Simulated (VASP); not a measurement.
# BaTiO3 (Pm-3m) in VASP: further runs

The runs below take BaTiO3 through single point, with LDA.

Everything below comes from runs of VASP 6.6.1. Logs are shortened: lines on timing, memory, paths and dates and some standing lists are left out, and cuts for length are marked.

### Step 1. The cell of the first run

The structure is cubic, space group Pm-3m (No. 221). The conventional cell has a = 3.952 Å, b = 3.952 Å, c = 3.952 Å, α = 90.00°, β = 90.00°, γ = 90.00°. Within 3.7 Å of Ba (site symmetry m-3m) lie 12 O at 2.79 Å and 8 Ti at 3.42 Å. Ti (site symmetry m-3m) has 6 O at 1.98 Å within 2.6 Å. O (site symmetry 4/mmm) has 2 Ti at 1.98 Å within 2.6 Å.

### Step 2. Single point, LDA

Contents of INCAR:

```
  ALGO = Normal
  EDIFF = 1E-6
  ENCUT = 1340
  GGA = CA
  GGA_COMPAT = False
  ISIF = 2
  ISMEAR = 0
  LASPH = True
  LCHARG = False
  LREAL = False
  LWAVE = False
  NBANDS = 28
  NELM = 120
  PREC = Accurate
  SIGMA = 0.01
```

Contents of KPOINTS:

```
k-points
0
Gamma
  6 6 6
```

Contents of POSCAR:

```
BaTiO3
1.0
    3.9518582279      0.0000000000      0.0000000000
    0.0000000000      3.9518582279      0.0000000000
    0.0000000000      0.0000000000      3.9518582279
Ba Ti O
1 1 3
Direct
    0.5000000000      0.5000000000      0.5000000000
    0.0000000000      0.0000000000      0.0000000000
    0.5000000000      0.0000000000      0.0000000000
    0.0000000000      0.5000000000      0.0000000000
    0.0000000000      0.0000000000      0.5000000000
```

Potentials or basis: VASP PAW LDA potentials, release 64 (Ba_sv, Ti_sv, O_h).

The run is started by

```
$ cat potpaw_LDA.64/Ba_sv/POTCAR potpaw_LDA.64/Ti_sv/POTCAR potpaw_LDA.64/O_h/POTCAR > POTCAR
$ mpirun -np 1 vasp_std > vasp.out
```

OUTCAR:

```text
EDIFF = 1E-6
   ENCUT = 1340
   GGA = CA
   ISIF = 2
   ISMEAR = 0
   LASPH = True
   LREAL = False
   NELM = 120
   PREC = Accurate

 ion  position               nearest neighbor table
   1  0.500  0.500  0.500-   3 2.79   4 2.79   5 2.79   3 2.79   4 2.79   3 2.79   5 2.79   3 2.79
                             4 2.79   5 2.79   4 2.79   5 2.79   2 3.42   2 3.42   2 3.42   2 3.42
   2  0.000  0.000  0.000-   3 1.98   4 1.98   5 1.98   5 1.98   4 1.98   3 1.98   1 3.42   1 3.42
                             1 3.42   1 3.42   1 3.42   1 3.42   1 3.42   1 3.42
   3  0.500  0.000  0.000-   2 1.98   2 1.98   1 2.79   1 2.79   1 2.79   1 2.79
   4  0.000  0.500  0.000-   2 1.98   2 1.98   1 2.79   1 2.79   1 2.79   1 2.79
   5  0.000  0.000  0.500-   2 1.98   2 1.98   1 2.79   1 2.79   1 2.79   1 2.79

  LATTYP: Found a simple cubic cell.
 ALAT       =     3.9518582279

  Lattice vectors:

 A1 = (   3.9518582279,   0.0000000000,   0.0000000000)
 A2 = (   0.0000000000,   3.9518582279,   0.0000000000)
 A3 = (   0.0000000000,   0.0000000000,   3.9518582279)

Analysis of symmetry for initial positions (statically):
=====================================================================
 Subroutine PRICEL returns:
 Original cell was already a primitive cell.

 Routine SETGRP: Setting up the symmetry group for a
 simple cubic supercell.

 Subroutine GETGRP returns: Found 48 space group operations
 (whereof 48 operations were pure point group operations)
 out of a pool of 48 trial point group operations.

The static configuration has the point symmetry O_h .

Analysis of symmetry for dynamics (positions and initial velocities):
=====================================================================
 Subroutine PRICEL returns:
 Original cell was already a primitive cell.

 Routine SETGRP: Setting up the symmetry group for a
 simple cubic supercell.

 Subroutine GETGRP returns: Found 48 space group operations
 (whereof 48 operations were pure point group operations)
 out of a pool of 48 trial point group operations.

The dynamic configuration has the point symmetry O_h .

 Subroutine INISYM returns: Found 48 space group operations
 (whereof 48 operations are pure point group operations),
 and found     1 'primitive' translations

----------------------------------------------------------------------------------------

                                     Primitive cell

  volume of cell :      61.7169
[... 90 lines left out ...]
   EDIFF  = 0.1E-05   stopping-criterion for ELM
   LREAL  =      F    real-space projection
   EDIFFG = 0.1E-04   stopping-criterion for IOM
   NSW    =      0    number of steps for IOM
   IBRION =     -1    ionic relax: 0-MD 1-quasi-New 2-CG
   NFREE  =      0    steps in history (QN), initial steepest desc. (CG)
   ISIF   =      2    stress and relaxation
   ISYM   =      2    0-nonsym 1-usesym 2-fastsym
   POTIM  = 0.5000    time-step for ionic-motion
   TEBEG  =    0.0;   TEEND  =   0.0 temperature during run
   PSTRESS=    0.0 pullay stress
   NELECT =      40.0000    total number of electrons
   NUPDOWN=      -1.0000    fix difference up-down
   EMIN   =  10.00;   EMAX   =-10.00  energy-range for DOS
   EFERMI =   0.00;   METHOD = LEGACY
   ISMEAR =     0;   SIGMA  =   0.01  broadening in eV -4-tet -1-fermi 0-gaus
   EFERMI_NEDOS =   21; number of points for ismear=-14 and -15
   IALGO  =     38    algorithm
   IMIX   =      4    mixing-type and parameters
     AMIX     =   0.40;   BMIX     =  1.00
     AMIX_MAG =   1.60;   BMIX_MAG =  1.00
  volume/ion in A,a.u.               =      12.34        83.30
  Fermi-wavevector in a.u.,A,eV,Ry     =   1.416751  2.677271 27.309381  2.007183
  Thomas-Fermi vector in A             =   2.538053
   LORBIT       =      0    0 simple, 1 ext, 2 COOP (PROOUT), +10 PAW based schemes
   GGA     = CA    functional components
   LHFCALC =     F    Hartree Fock is set to
   AEXX    =    0.0000 exact exchange contribution
   IVDW    =     0    specifies the selected vdW correction
   LEPSILON=     F    determine dielectric tensor
   LRPA    =     F    only Hartree local field effects (RPA)
 non-spin polarized calculation
 Gauss-broadening in eV      SIGMA  =   0.01
  energy-cutoff  :     1340.00
  volume of cell :       61.72
 maximum number of plane-waves:      6931
 NGX is ok and might be reduce to    48
   NGX = 23   NGY = 23   NGZ = 23

 number of electron      39.9999998 magnetization

 Free energy of the ion-electron system (eV)
  ---------------------------------------------------
  ext. energy  EPLUGINS =         0.00000000
  ---------------------------------------------------
  free energy    TOTEN  =       -44.18416970 eV

  energy without entropy =      -44.18416970  energy(sigma->0) =      -44.18416970

 E-fermi :   4.2519     XC(G=0): -11.9389

 val. band max:        4.2026395905   @ k =   0.5000   0.5000   0.5000
 cond. band min:       5.9354179134   @ k =   0.0000   0.0000   0.0000
 fundamental gap:      1.7327783229
 Fermi energy:         4.2518950279

 k-point     1 :       0.0000    0.0000    0.0000
  band No.  band energies     occupation
      1     -51.5191      2.00000
      2     -28.1564      2.00000
      3     -28.1564      2.00000
      4     -28.1564      2.00000
      5     -20.3729      2.00000
      6     -12.4577      2.00000
[... 609 lines left out ...]
     27      12.3296      0.00000
     28      12.3296      0.00000

------------------------ aborting loop because EDIFF is reached ----------------------------------------

  FORCE on cell =-STRESS in cart. coord.  units (eV):
  Direction    XX          YY          ZZ          XY          YZ          ZX
  --------------------------------------------------------------------------------------
  -------------------------------------------------------------------------------------
  Total       -0.1267114     -0.1267114     -0.1267114     -0.0000000     -0.0000000     -0.0000000
  in kB       -3.2894427     -3.2894427     -3.2894427     -0.0000000     -0.0000000     -0.0000000
  external PRESSURE =      -3.2894427 kB  Pullay stress =       0.0000000 kB

 VOLUME and BASIS-vectors are now :
 -----------------------------------------------------------------------------
  energy-cutoff  :     1340.00
  volume of cell :       61.72
      direct lattice vectors                 reciprocal lattice vectors
     3.951858228  0.000000000  0.000000000     0.253045515  0.000000000  0.000000000
     0.000000000  3.951858228  0.000000000     0.000000000  0.253045515  0.000000000
     0.000000000  0.000000000  3.951858228     0.000000000  0.000000000  0.253045515

 POSITION                                       TOTAL-FORCE (eV/Angst)
 -----------------------------------------------------------------------------------
      1.97593      1.97593      1.97593         0.000000      0.000000      0.000000
      0.00000      0.00000      0.00000         0.000000      0.000000      0.000000
      1.97593      0.00000      0.00000         0.000000      0.000000      0.000000
      0.00000      1.97593      0.00000         0.000000      0.000000      0.000000
      0.00000      0.00000      1.97593         0.000000      0.000000      0.000000
 -----------------------------------------------------------------------------------
    total drift:                                0.000000      0.000000      0.000000

  FREE ENERGIE OF THE ION-ELECTRON SYSTEM (eV)
  ---------------------------------------------------
  free  energy   TOTEN  =       -44.1841696962 eV

  energy  without entropy=      -44.1841696962  energy(sigma->0) =      -44.18416970
```

OSZICAR:

```text
N       E                     dE             d eps       ncg     rms          rms(c)
DAV:   1     0.652061863527E+03    0.65206E+03   -0.35655E+04  1120   0.312E+03
DAV:   2     0.636873797411E+02   -0.58837E+03   -0.56243E+03  1168   0.622E+02
DAV:   3    -0.473281732289E+02   -0.11102E+03   -0.10349E+03  1556   0.207E+02
DAV:   4    -0.544353304030E+02   -0.71072E+01   -0.70763E+01  1488   0.525E+01
DAV:   5    -0.546952740375E+02   -0.25994E+00   -0.25973E+00  1676   0.945E+00    0.235E+01
DAV:   6    -0.444383884066E+02    0.10257E+02   -0.53702E+01  1604   0.668E+01    0.100E+01
DAV:   7    -0.443634985891E+02    0.74890E-01   -0.94987E+00  1528   0.222E+01    0.701E+00
DAV:   8    -0.441885338599E+02    0.17496E+00   -0.84381E-01  1332   0.808E+00    0.319E+00
DAV:   9    -0.442075232495E+02   -0.18989E-01   -0.27781E-01  1588   0.392E+00    0.136E+00
DAV:  10    -0.441855170538E+02    0.22006E-01   -0.12356E-01  1292   0.381E+00    0.466E-01
DAV:  11    -0.441842492835E+02    0.12678E-02   -0.11653E-02  1516   0.731E-01    0.904E-02
DAV:  12    -0.441846693069E+02   -0.42002E-03   -0.25342E-03  1704   0.433E-01    0.192E-01
DAV:  13    -0.441841640793E+02    0.50523E-03   -0.14753E-03  1432   0.395E-01    0.928E-03
DAV:  14    -0.441841690716E+02   -0.49923E-05   -0.55816E-05  1444   0.477E-02    0.100E-02
DAV:  15    -0.441841696962E+02   -0.62456E-06   -0.58504E-06  1360   0.242E-02
   1 F= -.44184170E+02 E0= -.44184170E+02  d E =-.227867E-14
```

Wall time 2.2 min (1 thread of Intel Xeon Platinum 8124M at 3.00GHz (Skylake/Cascade Lake), shared host); peak memory 0.37 GiB.

Results:

* Free energy: -44.1842 eV
* Pressure: -0.3 GPa
* Band gap on the k mesh: 1.73 eV (least direct gap 1.83 eV)

Levels at points of the mesh, in eV from the valence-band top:
```tsv
k point	band 16	band 17	band 18	band 19	band 20	band 21	band 22	band 23	band 24	band 25
(0.00, 0.00, 0.00)	-1.17	-1.17	-0.10	-0.10	-0.10	1.73	1.73	1.73	4.21	4.21
(0.50, 0.00, 0.00)	-2.03	-1.90	-1.90	-0.71	-0.71	1.92	3.65	3.65	4.23	6.34
(0.50, 0.50, 0.00)	-2.89	-1.71	-0.84	-0.84	-0.10	3.66	3.66	4.09	5.13	8.01
(0.50, 0.50, 0.50)	-2.39	-2.39	0.00	0.00	0.00	4.39	4.39	4.39	6.84	6.84
```

Caveat: spin-orbit coupling is left out, which moves the levels of the heavy elements. A k mesh can miss the band edges.

### Step 3. Single point, LDA

This run uses another cell than the first one, of 14.40 Å³/atom.

Contents of INCAR:

```
  PREC = Accurate
  ENCUT = 1340
  EDIFF = 1E-6
  ISMEAR = 0
  SIGMA = 0.01
  LREAL = False
  LASPH = True
  NELM = 120
  ALGO = Normal
  ISIF = 2
  LWAVE = False
  LCHARG = True
  GGA = CA
  LELF = True
  LVHAR = True
  NBANDS = 28
  GGA_COMPAT = False
```

Contents of KPOINTS:

```
regular mesh
0
Gamma
  6 6 6
```

POSCAR: that of step 2 with these lines changed.

```diff
@@ -2,5 +2,5 @@
 1.0
-    3.9518582279      0.0000000000      0.0000000000
-    0.0000000000      3.9518582279      0.0000000000
-    0.0000000000      0.0000000000      3.9518582279
+    4.1602262744      0.0000000000      0.0000000000
+    0.0000000000      4.1602262744      0.0000000000
+    0.0000000000      0.0000000000      4.1602262744
 Ba Ti O
```

Potentials or basis: VASP PAW LDA potentials, release 64 (Ba_sv, Ti_sv, O_h).

The run is started by

```
$ cat potpaw_LDA.64/Ba_sv/POTCAR potpaw_LDA.64/Ti_sv/POTCAR potpaw_LDA.64/O_h/POTCAR > POTCAR
$ mpirun -np 1 vasp_std > vasp.out
```

OUTCAR:

```text
PREC = Accurate
   ENCUT = 1340
   EDIFF = 1E-6
   ISMEAR = 0
   LREAL = False
   LASPH = True
   NELM = 120
   ISIF = 2
   GGA = CA

 ion  position               nearest neighbor table
   1  0.500  0.500  0.500-   3 2.94   4 2.94   5 2.94   3 2.94   4 2.94   3 2.94   5 2.94   3 2.94
                             4 2.94   5 2.94   4 2.94   5 2.94   2 3.60   2 3.60   2 3.60   2 3.60
   2  0.000  0.000  0.000-   3 2.08   4 2.08   5 2.08   5 2.08   4 2.08   3 2.08   1 3.60   1 3.60
                             1 3.60   1 3.60   1 3.60   1 3.60   1 3.60   1 3.60
   3  0.500  0.000  0.000-   2 2.08   2 2.08   1 2.94   1 2.94   1 2.94   1 2.94
   4  0.000  0.500  0.000-   2 2.08   2 2.08   1 2.94   1 2.94   1 2.94   1 2.94
   5  0.000  0.000  0.500-   2 2.08   2 2.08   1 2.94   1 2.94   1 2.94   1 2.94

  LATTYP: Found a simple cubic cell.
 ALAT       =     4.1602262744

  Lattice vectors:

 A1 = (   4.1602262744,   0.0000000000,   0.0000000000)
 A2 = (   0.0000000000,   4.1602262744,   0.0000000000)
 A3 = (   0.0000000000,   0.0000000000,   4.1602262744)

Analysis of symmetry for initial positions (statically):
=====================================================================
 Subroutine PRICEL returns:
 Original cell was already a primitive cell.

 Routine SETGRP: Setting up the symmetry group for a
 simple cubic supercell.

 Subroutine GETGRP returns: Found 48 space group operations
 (whereof 48 operations were pure point group operations)
 out of a pool of 48 trial point group operations.

The static configuration has the point symmetry O_h .

Analysis of symmetry for dynamics (positions and initial velocities):
=====================================================================
 Subroutine PRICEL returns:
 Original cell was already a primitive cell.

 Routine SETGRP: Setting up the symmetry group for a
 simple cubic supercell.

 Subroutine GETGRP returns: Found 48 space group operations
 (whereof 48 operations were pure point group operations)
 out of a pool of 48 trial point group operations.

The dynamic configuration has the point symmetry O_h .

[... 121 lines left out ...]
  Fermi-wavevector in a.u.,A,eV,Ry     =   1.345792  2.543178 24.642267  1.811156
  Thomas-Fermi vector in A             =   2.473676
   LORBIT       =      0    0 simple, 1 ext, 2 COOP (PROOUT), +10 PAW based schemes
   GGA     = CA    functional components
   LHFCALC =     F    Hartree Fock is set to
   AEXX    =    0.0000 exact exchange contribution
   IVDW    =     0    specifies the selected vdW correction
   LEPSILON=     F    determine dielectric tensor
   LRPA    =     F    only Hartree local field effects (RPA)
 non-spin polarized calculation
 Gauss-broadening in eV      SIGMA  =   0.01
  energy-cutoff  :     1340.00
  volume of cell :       72.00
 maximum number of plane-waves:      8121
 NGX is ok and might be reduce to    50
   NGX = 25   NGY = 25   NGZ = 25

 number of electron      39.9999996 magnetization

 Free energy of the ion-electron system (eV)
  ---------------------------------------------------
  ext. energy  EPLUGINS =         0.00000000
  ---------------------------------------------------
  free energy    TOTEN  =       -43.40633646 eV

  energy without entropy =      -43.40633646  energy(sigma->0) =      -43.40633646

 E-fermi :   3.0977     XC(G=0): -11.1582

 val. band max:        2.9787074404   @ k =   0.5000   0.5000   0.5000
 cond. band min:       4.4214486796   @ k =   0.0000   0.0000   0.0000
 fundamental gap:      1.4427412392
 Fermi energy:         3.0976889502

 k-point     1 :       0.0000    0.0000    0.0000
  band No.  band energies     occupation
      1     -53.3585      2.00000
      2     -29.9163      2.00000
      3     -29.9163      2.00000
      4     -29.9163      2.00000
      5     -21.9708      2.00000
      6     -13.3113      2.00000
[... 609 lines left out ...]
     27       9.5119      0.00000
     28       9.5119      0.00000

------------------------ aborting loop because EDIFF is reached ----------------------------------------

  FORCE on cell =-STRESS in cart. coord.  units (eV):
  Direction    XX          YY          ZZ          XY          YZ          ZX
  --------------------------------------------------------------------------------------
  -------------------------------------------------------------------------------------
  Total       -9.5698337     -9.5698337     -9.5698337      0.0000000      0.0000000     -0.0000000
  in kB     -212.9433656   -212.9433656   -212.9433656      0.0000000      0.0000000     -0.0000000
  external PRESSURE =    -212.9433656 kB  Pullay stress =       0.0000000 kB

 VOLUME and BASIS-vectors are now :
 -----------------------------------------------------------------------------
  energy-cutoff  :     1340.00
  volume of cell :       72.00
      direct lattice vectors                 reciprocal lattice vectors
     4.160226274  0.000000000  0.000000000     0.240371541  0.000000000  0.000000000
     0.000000000  4.160226274  0.000000000     0.000000000  0.240371541  0.000000000
     0.000000000  0.000000000  4.160226274     0.000000000  0.000000000  0.240371541

 POSITION                                       TOTAL-FORCE (eV/Angst)
 -----------------------------------------------------------------------------------
      2.08011      2.08011      2.08011         0.000000      0.000000      0.000000
      0.00000      0.00000      0.00000         0.000000      0.000000      0.000000
      2.08011      0.00000      0.00000         0.000000      0.000000      0.000000
      0.00000      2.08011      0.00000         0.000000      0.000000      0.000000
      0.00000      0.00000      2.08011         0.000000      0.000000      0.000000
 -----------------------------------------------------------------------------------
    total drift:                                0.000000      0.000000     -0.000000

  FREE ENERGIE OF THE ION-ELECTRON SYSTEM (eV)
  ---------------------------------------------------
  free  energy   TOTEN  =       -43.4063364609 eV

  energy  without entropy=      -43.4063364609  energy(sigma->0) =      -43.40633646
```

It took 1.8 min on 1 thread of Intel Xeon Platinum 8488C (Sapphire Rapids), shared host; peak memory 0.41 GiB.

Results:

* Free energy: -43.4063 eV
* Pressure: -21.3 GPa
* Band gap on the k mesh: 1.44 eV (least direct gap 1.67 eV)

Caveat: the cell stands under tension; spin-orbit coupling is left out, which moves the levels of the heavy elements. As with any semilocal functional, this LDA gap is likely too small.
